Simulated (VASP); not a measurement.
Write the native input for VASP 6.6.1 that does the following.

* Task: single point
* Functional: PBE
* Potentials or basis: VASP PAW PBE potentials, release 64 (Cr_pv, W_sv)
* Cutoff: 520 eV
* k mesh: 12 × 12 × 12
* Occupations: gaussian, width 0.1 eV
* Spin: no spin polarisation
* Dipole correction: no
* Further INCAR settings: ALGO = Fast; EDIFF = 1e-06; NBANDS = 33

The structure of Cr3W lies in POSCAR:

```
Cr3W
1.0
    3.7425439809      0.0000000000      0.0000000000
    0.0000000000      3.7425439809      0.0000000000
    0.0000000000      0.0000000000      3.7425439809
Cr W
3 1
Direct
    0.0000000000      0.5000000000      0.5000000000
    0.5000000000      0.0000000000      0.5000000000
    0.5000000000      0.5000000000      0.0000000000
    0.0000000000      0.0000000000      0.0000000000
```

These files were run (other wordings do the same):

INCAR

```
SYSTEM = Cr3W
ALGO = Fast
EDIFF = 1E-6
ENCUT = 520
GGA = PE
ISIF = 2
ISMEAR = 0
LASPH = .True.
LCHARG = .False.
LREAL = .False.
LWAVE = .False.
NBANDS = 33
NELM = 60
PREC = Accurate
SIGMA = 0.1
```

KPOINTS

```
k-points
0
Gamma
  12 12 12
  0 0 0
```

Potentials or basis: VASP PAW PBE potentials, release 64 (Cr_pv, W_sv).

Run with:

```sh
$ cat potpaw_PBE.64/Cr_pv/POTCAR potpaw_PBE.64/W_sv/POTCAR > POTCAR
$ mpirun -np 1 vasp_std > vasp.out
```

Results of the run:

| Item | Value |
| --- | --- |
| Pressure | 0.0 GPa |
| Band gap on the k mesh | zero (band 25 reaches 11.62 eV, above the bottom of band 26 at 9.97 eV) |

Caveat: spin-orbit coupling is left out, which moves the levels of the heavy elements.

Wall time 3.1 min on 1 thread of AMD EPYC 7R13 Processor (Zen 3) (shared host), peak memory 0.21 GiB.
